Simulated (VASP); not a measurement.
A run of VASP 6.6.1:

File INCAR:

```
SYSTEM = Si3Sn
ALGO = Normal ; EDIFF = 1E-6
ENCUT = 520 ; GGA = PE
ISIF = 2 ; ISMEAR = 0
LASPH = .True. ; LCHARG = .False.
LREAL = .False. ; LWAVE = .False.
NBANDS = 21 ; NELM = 80
PREC = Accurate ; SIGMA = 0.01
```

The input KPOINTS:

```
k-points
0
Gamma
  6 6 4
  0 0 0
```

POSCAR

```
Si3Sn
1.0
    4.0376389110      0.0000000000      0.0000000000
    0.0000000000      4.0376389110      0.0000000000
    0.0000000000      0.0000000000      5.7486205295
Si Sn
3 1
Direct
    0.5000000000      0.0000000000      0.7746010627
    0.5000000000      0.5000000000      0.0000000000
    0.0000000000      0.5000000000      0.2253989373
    0.0000000000      0.0000000000      0.5000000000
```

Potentials or basis: VASP PAW PBE potentials, release 64 (Si, Sn_d).

Command:

```console
$ cat potpaw_PBE.64/Si/POTCAR potpaw_PBE.64/Sn_d/POTCAR > POTCAR
$ mpirun -np 1 vasp_std > vasp.out
```

Hardware: 1 thread of Intel(R) Xeon(R) Platinum 8375C CPU @ 2.90GHz (Ice Lake), with other jobs on the host.

**Question.** Estimate the wall time of this run.

**Answer.** Wall time 36 s on 1 thread of Intel(R) Xeon(R) Platinum 8375C CPU @ 2.90GHz (Ice Lake), on a shared host, peak memory 0.22 GiB. Counts: scf iterations 12, k points 30.
